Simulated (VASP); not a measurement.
# TiO2 (P2_1/c) in VASP: a series of runs

Aim: see how the results for TiO2 move with the level of theory and the settings. Levels: LDA, PBE, BLYP+D3(BJ). Tasks: single point.

Program: VASP 6.6.1. These are calculated values, not measurements. Logs are shortened: lines on timing, memory, paths and dates and some standing lists are left out, and cuts for length are marked.

### Step 1. The cell of the first run

It takes space group P2_1/c (No. 14, monoclinic). The conventional cell has a = 4.730 Å, b = 4.821 Å, c = 4.946 Å, α = 90.00°, β = 100.04°, γ = 90.00°. Ti (site symmetry 1) has 7 O at 1.86 to 2.14 Å within 2.5 Å. Within 2.8 Å of O (site symmetry 1) lie 3 Ti at 1.86 to 2.00 Å and 9 O at 2.39 to 2.75 Å. Within 2.8 Å of O (site symmetry 1) lie 4 Ti at 1.98 to 2.14 Å and 8 O at 2.39 to 2.75 Å.

### Step 2. Single point, LDA

File INCAR:

```
SYSTEM = TiO2
PREC = Accurate
ENCUT = 600
EDIFF = 1E-6
ISMEAR = -1
SIGMA = 0.05
LREAL = .FALSE.
LASPH = .TRUE.
NELM = 120
ALGO = Normal
ISIF = 2
LWAVE = .FALSE.
LCHARG = .FALSE.
NBANDS = 60
GGA_COMPAT = .FALSE.
```

File KPOINTS:

```
Automatic mesh
0
G
  6 6 6
  0 0 0
```

File POSCAR:

```
TiO2
1.0
    4.7304391419      0.0000000000     -0.0067193090
    0.0000000000      4.8212051144      0.0000000000
   -0.8550708272      0.0000000000      4.8717621007
Ti O
4 8
Direct
    0.2796027559      0.0538758757      0.2125492664
    0.7203972441      0.5538758757      0.2874507336
    0.7203972441      0.9461241243      0.7874507336
    0.2796027559      0.4461241243      0.7125492664
    0.0665364582      0.1688247596      0.8431608321
    0.9334635418      0.6688247596      0.6568391679
    0.9334635418      0.8311752404      0.1568391679
    0.0665364582      0.3311752404      0.3431608321
    0.4415966338      0.7587770196      0.4733641049
    0.5584033662      0.2587770196      0.0266358951
    0.5584033662      0.2412229804      0.5266358951
    0.4415966338      0.7412229804      0.9733641049
```

Potentials or basis: VASP PAW LDA potentials, release 64 (Ti_sv, O).

Launch:

```sh
> cat potpaw_LDA.64/Ti_sv/POTCAR potpaw_LDA.64/O/POTCAR > POTCAR
> mpirun -np 1 vasp_std > vasp.out
```

OUTCAR:

```text
SYSTEM = TiO2
   PREC = Accurate
   ENCUT = 600
   EDIFF = 1E-6
   ISMEAR = -1
   LREAL = .FALSE.
   LASPH = .TRUE.
   NELM = 120
   ISIF = 2

 ion  position               nearest neighbor table
   1  0.280  0.054  0.213-   8 1.86   7 1.94   9 1.98  10 2.00   5 2.00  11 2.06  12 2.14
   2  0.720  0.554  0.287-   7 1.86   8 1.94  10 1.98   9 2.00   6 2.00  12 2.06  11 2.14
   3  0.720  0.946  0.787-   6 1.86   5 1.94  11 1.98  12 2.00   7 2.00   9 2.06  10 2.14
   4  0.280  0.446  0.713-   5 1.86   6 1.94  12 1.98  11 2.00   8 2.00  10 2.06   9 2.14
   5  0.067  0.169  0.843-   4 1.86   3 1.94   1 2.00
   6  0.933  0.669  0.657-   3 1.86   4 1.94   2 2.00
   7  0.933  0.831  0.157-   2 1.86   1 1.94   3 2.00
   8  0.067  0.331  0.343-   1 1.86   2 1.94   4 2.00
   9  0.442  0.759  0.473-   1 1.98   2 2.00   3 2.06   4 2.14
  10  0.558  0.259  0.027-   2 1.98   1 2.00   4 2.06   3 2.14
  11  0.558  0.241  0.527-   3 1.98   4 2.00   1 2.06   2 2.14
  12  0.442  0.741  0.973-   4 1.98   3 2.00   2 2.06   1 2.14

  LATTYP: Found a simple monoclinic cell.
 ALAT       =     4.7304439141
 B/A-ratio  =     1.0191866138
 C/A-ratio  =     1.0456169019
 COS(beta)  =    -0.1742720496

  Lattice vectors:

 A1 = (   4.7304391419,   0.0000000000,  -0.0067193090)
 A2 = (   0.0000000000,   4.8212051144,   0.0000000000)
 A3 = (  -0.8550708272,   0.0000000000,   4.8717621007)

Analysis of symmetry for initial positions (statically):
=====================================================================
 Subroutine PRICEL returns:
 Original cell was already a primitive cell.

 Routine SETGRP: Setting up the symmetry group for a
 simple monoclinic supercell.

 Subroutine GETGRP returns: Found  4 space group operations
 (whereof  2 operations were pure point group operations)
 out of a pool of  4 trial point group operations.

The static configuration has the point symmetry S_2 .
 The point group associated with its full space group is C_2h.

Analysis of symmetry for dynamics (positions and initial velocities):
=====================================================================
 Subroutine PRICEL returns:
 Original cell was already a primitive cell.

 Routine SETGRP: Setting up the symmetry group for a
 simple monoclinic supercell.

 Subroutine GETGRP returns: Found  4 space group operations
 (whereof  2 operations were pure point group operations)
 out of a pool of  4 trial point group operations.

The dynamic configuration has the point symmetry S_2 .
 The point group associated with its full space group is C_2h.

 Subroutine INISYM returns: Found  4 space group operations
 (whereof  2 operations are pure point group operations),
 and found     1 'primitive' translations

----------------------------------------------------------------------------------------

                                     Primitive cell

  volume of cell :     111.0797

  direct lattice vectors                    reciprocal lattice vectors
     4.730439142  0.000000000 -0.006719309     0.211449580  0.000000000  0.037112725
     0.000000000  4.821205114  0.000000000     0.000000000  0.207417020  0.000000000
    -0.855070827  0.000000000  4.871762101     0.000291639  0.000000000  0.205315726

  length of vectors
     4.730443914  4.821205114  4.946232110     0.214681810  0.207417020  0.205315933

  position of ions in fractional coordinates (direct lattice)
     0.279602756  0.053875876  0.212549266
     0.720397244  0.553875876  0.287450734
     0.720397244  0.946124124  0.787450734
     0.279602756  0.446124124  0.712549266
     0.066536458  0.168824760  0.843160832
     0.933463542  0.668824760  0.656839168
     0.933463542  0.831175240  0.156839168
     0.066536458  0.331175240  0.343160832
     0.441596634  0.758777020  0.473364105
     0.558403366  0.258777020  0.026635895
     0.558403366  0.241222980  0.526635895
     0.441596634  0.741222980  0.973364105

  ion indices of the primitive-cell ions
   primitive index   ion index
                 1           1
                 2           2
                 3           3
                 4           4
                 5           5
                 6           6
                 7           7
                 8           8
                 9           9
                10          10
                11          11
                12          12

----------------------------------------------------------------------------------------

 KPOINTS: Automatic mesh

Automatic generation of k-mesh.
 Grid dimensions read from file:
 generate k-points for:    6    6    6

 Generating k-lattice:

  Cartesian coordinates                     Fractional coordinates (reciprocal lattice)
     0.035241597  0.000000000  0.006185454     0.166666667  0.000000000  0.000000000
     0.000000000  0.034569503  0.000000000     0.000000000  0.166666667  0.000000000
     0.000048606  0.000000000  0.034219288     0.000000000  0.000000000  0.166666667

  Length of vectors
     0.035780302  0.034569503  0.034219322

  Shift w.r.t. Gamma in fractional coordinates (k-lattice)
     0.000000000  0.000000000  0.000000000

 Subroutine IBZKPT returns following result:
 ===========================================

 Found     80 irreducible k-points:

 Following reciprocal coordinates:
            Coordinates               Weight
  0.000000  0.000000  0.000000      1.000000
  0.166667  0.000000  0.000000      2.000000
  0.333333  0.000000  0.000000      2.000000
  0.500000  0.000000  0.000000      1.000000
  0.000000  0.166667  0.000000      2.000000
  0.166667  0.166667  0.000000      4.000000
[... 16 lines left out ...]
 -0.000000  0.166667  0.166667      4.000000
  0.166667  0.166667  0.166667      4.000000
 [... further k-points ...]
   k-points           NKPTS =     80   k-points in BZ     NKDIM =     80   number of bands    NBANDS=     60
   number of dos      NEDOS =    301   number of ions     NIONS =     12
   total plane-waves  NPLWV =  64000
   dimension x,y,z NGX =    40 NGY =   40 NGZ =   40
   dimension x,y,z NGXF=    80 NGYF=   80 NGZF=   80
   ions per type =               4   8
   NGX,Y,Z   is equivalent  to a cutoff of  14.06, 13.79, 13.44 a.u.
   NGXF,Y,Z  is equivalent  to a cutoff of  28.12, 27.59, 26.89 a.u.
 SYSTEM =  TiO2
   PREC   = accura    normal or accurate (medium, high low for compatibility)
   ISTART =      0    job   : 0-new  1-cont  2-samecut
   ICHARG =      2    charge: 1-file 2-atom 10-const
   ISPIN  =      1    spin polarized calculation?
   LNONCOLLINEAR =      F non collinear calculations
   LSORBIT =      F    spin-orbit coupling
   LASPH  =      T    aspherical Exc in radial PAW
   ENCUT  =  600.0 eV  44.10 Ry    6.64 a.u.   9.45  9.63  9.88*2*pi/ulx,y,z
   NELM   =    120;   NELMIN=  2; NELMDL= -5     # of ELM steps
   EDIFF  = 0.1E-05   stopping-criterion for ELM
   LREAL  =      F    real-space projection
   EDIFFG = 0.1E-04   stopping-criterion for IOM
   NSW    =      0    number of steps for IOM
   IBRION =     -1    ionic relax: 0-MD 1-quasi-New 2-CG
   NFREE  =      0    steps in history (QN), initial steepest desc. (CG)
   ISIF   =      2    stress and relaxation
   ISYM   =      2    0-nonsym 1-usesym 2-fastsym
   POTIM  = 0.5000    time-step for ionic-motion
   TEBEG  =    0.0;   TEEND  =   0.0 temperature during run
   PSTRESS=    0.0 pullay stress
   NELECT =      96.0000    total number of electrons
   NUPDOWN=      -1.0000    fix difference up-down
   EMIN   =  10.00;   EMAX   =-10.00  energy-range for DOS
   EFERMI =   0.00;   METHOD = LEGACY
   ISMEAR =    -1;   SIGMA  =   0.05  broadening in eV -4-tet -1-fermi 0-gaus
   EFERMI_NEDOS =   21; number of points for ismear=-14 and -15
   IALGO  =     38    algorithm
   IMIX   =      4    mixing-type and parameters
     AMIX     =   0.40;   BMIX     =  1.00
     AMIX_MAG =   1.60;   BMIX_MAG =  1.00
  volume/ion in A,a.u.               =       9.26        62.47
  Fermi-wavevector in a.u.,A,eV,Ry     =   1.559386  2.946812 33.085078  2.431685
  Thomas-Fermi vector in A             =   2.662752
   LORBIT       =      0    0 simple, 1 ext, 2 COOP (PROOUT), +10 PAW based schemes
   GGA     = CA    functional components
   LHFCALC =     F    Hartree Fock is set to
   AEXX    =    0.0000 exact exchange contribution
   IVDW    =     0    specifies the selected vdW correction
   LEPSILON=     F    determine dielectric tensor
   LRPA    =     F    only Hartree local field effects (RPA)
 non-spin polarized calculation
  energy-cutoff  :      600.00
  volume of cell :      111.08
 maximum number of plane-waves:      3731
 NGX is ok and might be reduce to    40
   NGX = 19   NGY = 19   NGZ = 19

 number of electron      96.0000004 magnetization

 Free energy of the ion-electron system (eV)
  ---------------------------------------------------
  ext. energy  EPLUGINS =         0.00000000
  ---------------------------------------------------
  free energy    TOTEN  =      -117.73403420 eV

  energy without entropy =     -117.73403420  energy(sigma->0) =     -117.73403420

 E-fermi :   7.0494     XC(G=0): -12.6897

 val. band max:        5.9410653512   @ k =   0.0000   0.0000   0.0000
 cond. band min:       8.1214087361   @ k =   0.5000   0.0000   0.0000
 fundamental gap:      2.1803433849
 Fermi energy:         7.0494058149

 k-point     1 :       0.0000    0.0000    0.0000
  band No.  band energies     occupation
      1     -49.8991      2.00000
      2     -49.8487      2.00000
      3     -49.8480      2.00000
      4     -49.8448      2.00000
      5     -26.8056      2.00000
      6     -26.7729      2.00000
[... 52 lines left out ...]
     59      10.7724      0.00000
     60      10.7944      0.00000

 k-point     2 :       0.1667    0.0000    0.0000
  band No.  band energies     occupation
      1     -49.8961      2.00000
      2     -49.8516      2.00000
      3     -49.8499      2.00000
      4     -49.8428      2.00000
      5     -26.7862      2.00000
      6     -26.7701      2.00000
[... 52 lines left out ...]
     59      10.6246      0.00000
     60      10.7322      0.00000

 k-point     3 :       0.3333    0.0000    0.0000
  band No.  band energies     occupation
      1     -49.8885      2.00000
      2     -49.8592      2.00000
      3     -49.8521      2.00000
      4     -49.8406      2.00000
      5     -26.7633      2.00000
      6     -26.7335      2.00000
[... 1312 lines left out ...]
     59      10.6002      0.00000
     60      10.7110      0.00000

 k-point    24 :       0.1667    0.1667    0.1667
  band No.  band energies     occupation
      1     -49.8885      2.00000
      2     -49.8580      2.00000
      3     -49.8514      2.00000
      4     -49.8426      2.00000
      5     -26.7534      2.00000
      6     -26.7308      2.00000
[... 52 lines left out ...]
     59      10.6084      0.00000
     60      10.7426      0.00000

 [... further k-points ...]

------------------------ aborting loop because EDIFF is reached ----------------------------------------

  FORCE on cell =-STRESS in cart. coord.  units (eV):
  Direction    XX          YY          ZZ          XY          YZ          ZX
  --------------------------------------------------------------------------------------
  -------------------------------------------------------------------------------------
  Total        0.8861183      0.8748678      0.7623878      0.0000000      0.0000000      0.0321707
  in kB       12.7810760     12.6188034     10.9964284      0.0000000      0.0000000      0.4640194
  external PRESSURE =      12.1321026 kB  Pullay stress =       0.0000000 kB

 VOLUME and BASIS-vectors are now :
 -----------------------------------------------------------------------------
  energy-cutoff  :      600.00
  volume of cell :      111.08
      direct lattice vectors                 reciprocal lattice vectors
     4.730439142  0.000000000 -0.006719309     0.211449580  0.000000000  0.037112725
     0.000000000  4.821205114  0.000000000     0.000000000  0.207417020  0.000000000
    -0.855070827  0.000000000  4.871762101     0.000291639  0.000000000  0.205315726

 POSITION                                       TOTAL-FORCE (eV/Angst)
 -----------------------------------------------------------------------------------
      1.14090      0.25975      1.03361         0.051872     -0.057582     -0.007549
      3.16200      2.67035      1.39555        -0.051872     -0.057582      0.007549
      2.73447      4.56146      3.83143        -0.051872      0.057582      0.007549
      0.71336      2.15086      3.46949         0.051872      0.057582     -0.007549
     -0.40622      0.81394      4.10723        -0.035241     -0.028885     -0.003872
      3.85405      3.22454      3.19369         0.035241     -0.028885      0.003872
      4.28158      4.00727      0.75781         0.035241      0.028885      0.003872
      0.02132      1.59666      1.67135        -0.035241      0.028885     -0.003872
      1.68419      3.65822      2.30315        -0.039248     -0.013074      0.020591
      2.61872      1.24762      0.12601         0.039248     -0.013074     -0.020591
      2.19118      1.16299      2.56189         0.039248      0.013074     -0.020591
      1.25665      3.57359      4.73903        -0.039248      0.013074      0.020591
 -----------------------------------------------------------------------------------
    total drift:                                0.000000     -0.000000     -0.000000

  FREE ENERGIE OF THE ION-ELECTRON SYSTEM (eV)
  ---------------------------------------------------
  free  energy   TOTEN  =      -117.7340341972 eV

  energy  without entropy=     -117.7340341971  energy(sigma->0) =     -117.73403420
```

Wall time 7.8 min (1 thread of Intel Xeon Platinum 8559C (Emerald Rapids), shared host); peak memory 0.53 GiB.

Results:

```
Free energy            : -117.7340 eV
Pressure               : 1.2 GPa
Largest force          : 0.078 eV/Å
Band gap on the k mesh : 2.18 eV (least direct gap 2.26 eV)
```

Forces in eV/Å, atoms in the order of the input:
```
Ti   0.052 -0.058 -0.008
Ti  -0.052 -0.058  0.008
Ti  -0.052  0.058  0.008
Ti   0.052  0.058 -0.008
O   -0.035 -0.029 -0.004
O    0.035 -0.029  0.004
O    0.035  0.029  0.004
O   -0.035  0.029 -0.004
O   -0.039 -0.013  0.021
O    0.039 -0.013 -0.021
O    0.039  0.013 -0.021
O   -0.039  0.013  0.021
```

A k mesh can miss the band edges.

### Step 3. Single point, PBE

This run uses another cell than the first one, of 9.32 Å³/atom.

File INCAR:

```
SYSTEM = TiO2
PREC = Accurate
ENCUT = 520
EDIFF = 1E-7
ISMEAR = -1
SIGMA = 0.05
LREAL = .FALSE.
LASPH = .TRUE.
NELM = 80
ALGO = Normal
ISIF = 2
LWAVE = .FALSE.
LCHARG = .TRUE.
GGA = PE
LELF = .TRUE.
LVHAR = .TRUE.
NBANDS = 60
```

File KPOINTS:

```
regular mesh
0
G
  5 5 5
  0 0 0
```

File POSCAR:

```
TiO2
1.0
    4.7164457858      0.0000000000      0.0000000000
    0.0000000000      4.7744467708      0.0000000000
   -0.8456277397      0.0000000000      4.9665942755
Ti O
4 8
Direct
    0.2774352600      0.0528083600      0.2131482700
    0.7225647400      0.5528083600      0.2868517300
    0.7225647400      0.9471916400      0.7868517300
    0.2774352600      0.4471916400      0.7131482700
    0.0638382200      0.1769655200      0.8515567400
    0.9361617800      0.6769655200      0.6484432600
    0.9361617800      0.8230344800      0.1484432600
    0.0638382200      0.3230344800      0.3515567400
    0.4453609900      0.7576317400      0.4667718600
    0.5546390100      0.2576317400      0.0332281400
    0.5546390100      0.2423682600      0.5332281400
    0.4453609900      0.7423682600      0.9667718600
```

Potentials or basis: VASP PAW PBE potentials, release 64 (Ti_sv, O).

Launch:

```sh
> cat potpaw_PBE.64/Ti_sv/POTCAR potpaw_PBE.64/O/POTCAR > POTCAR
> mpirun -np 1 vasp_std > vasp.out
```

It took 5.9 min on 1 thread of Intel Xeon 8259CL, shared host; peak memory 0.33 GiB.

Results (log left out):

* Free energy: -106.5827 eV
* Pressure: 16.7 GPa
* Largest force: 0.360 eV/Å
* Band gap on the k mesh: 2.36 eV (least direct gap 2.50 eV)

Forces in eV/Å, atoms in the order of the input:
```
Ti   0.317 -0.119  0.123
Ti  -0.317 -0.119 -0.123
Ti  -0.317  0.119 -0.123
Ti   0.317  0.119  0.123
O   -0.186  0.001 -0.073
O    0.186  0.001  0.073
O    0.186 -0.001  0.073
O   -0.186 -0.001 -0.073
O   -0.358 -0.005  0.027
O    0.358 -0.005 -0.027
O    0.358  0.005 -0.027
O   -0.358  0.005  0.027
```

Stress tensor (GPa, compression positive):
```
18.79  0.00  1.07
 0.00 19.20  0.00
 1.07  0.00 12.07
```

Levels at points of the mesh, in eV from the valence-band top:
| k point | band 45 | band 46 | band 47 | band 48 | band 49 | band 50 | band 51 | band 52 |
| --- | --- | --- | --- | --- | --- | --- | --- | --- |
| (0.00, 0.00, 0.00) | -0.65 | -0.63 | -0.14 | 0.00 | 2.54 | 2.60 | 2.97 | 3.12 |

Caveat: the stress differs along the axes, from 12 to 19 GPa. A k mesh can miss the band edges.

(Continued in part 2 of 2.)
